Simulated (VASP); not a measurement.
Set up this calculation in VASP 6.6.1, as the native input.

```yaml
Task: single point
Functional: r2SCAN
Potentials_or_basis: VASP PAW PBE potentials, release 64 (Re)
Cutoff: 520 eV
k_mesh: 10 × 10 × 10
Occupations: methfessel-paxton, width 0.05 eV
Spin: no spin polarisation
Dipole_correction: no
Further_INCAR_settings: ALGO = Normal; EDIFF = 1e-07; NBANDS = 10
```

Crystal: Re.

```
Re
1.0
     2.55237    0.00000    0.00000
     0.00000    2.55237    0.00000
     0.00000    0.00000    2.55237
Re
1
Cartesian
  0.0000 0.0000 0.0000
```

These files were run (other wordings do the same):

POSCAR

```
Re
1.0
    2.5523703458      0.0000000000      0.0000000000
    0.0000000000      2.5523703458      0.0000000000
    0.0000000000      0.0000000000      2.5523703458
Re
1
Direct
    0.0000000000      0.0000000000      0.0000000000
```

INCAR.step1

```
  PREC = Accurate
  ENCUT = 520
  ISMEAR = 1
  SIGMA = 0.05
  LREAL = False
  LASPH = True
  NELM = 60
  NBANDS = 10
  GGA = PE
  ALGO = Normal
  EDIFF = 1E-4
  LWAVE = True
  LCHARG = False
```

INCAR.step2

```
  PREC = Accurate
  ENCUT = 520
  EDIFF = 1E-7
  ISMEAR = 1
  SIGMA = 0.05
  LREAL = False
  LASPH = True
  NELM = 60
  ALGO = Normal
  ISIF = 2
  LWAVE = False
  LCHARG = True
  METAGGA = R2SCAN
  LMIXTAU = True
  LELF = True
  LVHAR = True
  NBANDS = 10
  ISTART = 1
```

KPOINTS

```
regular mesh
0
Gamma
  10 10 10
```

Potentials or basis: VASP PAW PBE potentials, release 64 (Re).

Run with:

```sh
$ cat potpaw_PBE.64/Re/POTCAR > POTCAR
$ cp INCAR.step1 INCAR
$ mpirun -np 1 vasp_std > vasp.out
$ cp INCAR.step2 INCAR
$ mpirun -np 1 vasp_std > vasp.out
```

Results of the run:

- Pressure: 1.9 GPa

Caveat: the PAW data sets were made with another functional, which shifts forces and pressure a little.

Run time: 32 s on 1 thread of Intel(R) Xeon(R) Platinum 8259CL CPU @ 2.50GHz (Skylake/Cascade Lake), with other jobs on the host, peak memory 0.13 GiB.
